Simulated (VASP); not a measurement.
Here is a VASP 6.6.1 calculation.

The input INCAR:

```
SYSTEM = Ge32H20CO
  ALGO = Normal
  EDIFF = 1E-6
  ENCUT = 520
  GGA = RP
  ISIF = 2
  ISMEAR = 0
  LASPH = .TRUE.
  LCHARG = .FALSE.
  LREAL = Auto
  LWAVE = .FALSE.
  NBANDS = 272
  NELM = 80
  PREC = Accurate
  SIGMA = 0.03
```

File KPOINTS:

```
k-points
0
G
  1 1 1
  0 0 0
```

File POSCAR:

```
Ge32H20CO
1.0
    8.0016200000      8.0016200000      0.0000000000
   -8.0016200000      8.0016200000      0.0000000000
    0.0000000000      0.0000000000     20.9129000000
Ge H O C
32 20 1 1
Direct
   -0.3100720000      0.3151954200      0.3421816900
   -0.1836957900     -0.3127898300      0.3430699600
    0.0502332000     -0.0402337100      0.3654321500
    0.3219554300      0.1937474700      0.3424970500
   -0.0301035400     -0.4663418000      0.3840479600
    0.2006358800     -0.1994483700      0.3470077200
    0.4708464900      0.0357934200      0.3827257700
    0.5389252000     -0.5286406500      0.3830522200
   -0.1178923300      0.3868517800      0.3039627400
   -0.1169792400     -0.1204998800      0.3025810500
    0.1319640300      0.1216198400      0.2992218900
    0.3897033400      0.3864676200      0.3044307100
    0.1137599600     -0.3799517600      0.3030634500
    0.3836706000     -0.1131358000      0.3040472300
    0.6153395200      0.1241842600      0.3027580600
    0.6257705700     -0.3841494200      0.3021710100
    0.0000000400      0.2510688000      0.2347317200
    0.0002167600     -0.2518642900      0.2295624200
    0.2545176200     -0.0034097400      0.2288083500
    0.4989066300      0.2500484100      0.2288587300
    0.2492851100     -0.4994258000      0.2353728900
    0.5014511500     -0.2498061700      0.2355399100
    0.7486047800      0.0019019000      0.2348794900
    0.7518538800     -0.5018712300      0.2285718700
   -0.1250000000      0.1250000000      0.1644630000
   -0.1250000000     -0.3750000000      0.1644630000
    0.1250000000     -0.1250000000      0.1644630000
    0.3750000000      0.1250000000      0.1644630000
    0.1250000000     -0.6250000000      0.1644630000
    0.3750000000     -0.3750000000      0.1644630000
    0.6250000000     -0.1250000000      0.1644630000
    0.6250000000     -0.6250000000      0.1644630000
   -0.0489780000      0.0489780000      0.1195430000
   -0.2010220000      0.2010220000      0.1195430000
   -0.0489780000     -0.4510220000      0.1195430000
   -0.2010220000     -0.2989780000      0.1195430000
    0.2010220000     -0.2010220000      0.1195430000
    0.0489780000     -0.0489780000      0.1195430000
    0.4510220000      0.0489780000      0.1195430000
    0.2989780000      0.2010220000      0.1195430000
    0.2010220000     -0.7010220000      0.1195430000
    0.0489780000     -0.5489780000      0.1195430000
    0.4510220000     -0.4510220000      0.1195430000
    0.2989780000     -0.2989780000      0.1195430000
    0.7010220000     -0.2010220000      0.1195430000
    0.5489780000     -0.0489780000      0.1195430000
    0.7010220000     -0.7010220000      0.1195430000
    0.5489780000     -0.5489780000      0.1195430000
    0.1089292100     -0.1039587600      0.4356569600
    0.3445132000     -0.1227939800      0.4707746000
    0.3370454600     -0.2803713800      0.4773965400
    0.2548744100     -0.1897978200      0.5316661700
    0.1853873600     -0.2023480500      0.4408856600
    0.2862004500     -0.1979458100      0.4821444800
```

Potentials or basis: VASP PAW PBE potentials, release 64 (Ge_d, H, O, C).

Command:

```console
$ cat potpaw_PBE.64/Ge_d/POTCAR potpaw_PBE.64/H/POTCAR potpaw_PBE.64/O/POTCAR potpaw_PBE.64/C/POTCAR > POTCAR
$ mpirun -np 1 vasp_gam > vasp.out
```

Estimate the largest force.

0.817 eV/Å.

Forces in eV/Å, atoms in the order of the input:
```
Ge  -0.065  0.000  0.095
Ge   0.066  0.005  0.104
Ge  -0.033 -0.002  0.220
Ge   0.068  0.003  0.085
Ge   0.001 -0.023  0.207
Ge   0.007 -0.004 -0.022
Ge  -0.006  0.049  0.184
Ge   0.013  0.000  0.213
Ge   0.028  0.016  0.096
Ge  -0.046 -0.012  0.084
Ge  -0.050  0.017  0.091
Ge  -0.017  0.009  0.082
Ge   0.029 -0.042  0.062
Ge   0.026  0.043  0.047
Ge   0.025 -0.010  0.097
Ge  -0.022 -0.015  0.093
Ge  -0.002 -0.003  0.002
Ge  -0.013 -0.019  0.015
Ge  -0.005  0.017  0.005
Ge  -0.016 -0.003  0.054
Ge   0.005 -0.004 -0.006
Ge   0.002  0.002 -0.009
Ge   0.004  0.001  0.001
Ge   0.005 -0.006  0.040
Ge  -0.124  0.041  0.330
Ge   0.041 -0.018 -0.787
Ge  -0.032 -0.070 -0.524
Ge   0.051 -0.092 -0.810
Ge   0.150  0.060  0.261
Ge  -0.153  0.055  0.417
Ge   0.131 -0.031  0.283
Ge  -0.122 -0.043 -0.694
H   -0.017  0.002 -0.017
H    0.118  0.015 -0.018
H   -0.122 -0.001 -0.093
H    0.152 -0.066 -0.063
H   -0.134 -0.052 -0.058
H    0.082  0.023 -0.066
H   -0.123  0.102 -0.098
H    0.155  0.023 -0.051
H   -0.138 -0.015 -0.014
H    0.058  0.036 -0.013
H   -0.019  0.000 -0.025
H    0.130  0.020 -0.016
H   -0.136  0.048 -0.009
H    0.056 -0.006 -0.009
H   -0.100 -0.052 -0.043
H    0.091  0.023 -0.075
H   -0.123  0.002 -0.035
H    0.009  0.012  0.049
H    0.059 -0.007  0.031
H   -0.007 -0.008  0.076
O   -0.118 -0.214 -0.017
C    0.177  0.193  0.251
```

Caveat: the k points lie up to 0.56 Å⁻¹ apart; there is no dipole correction, which matters where the two faces differ; the PAW data sets were made with another functional, which shifts forces and pressure a little.
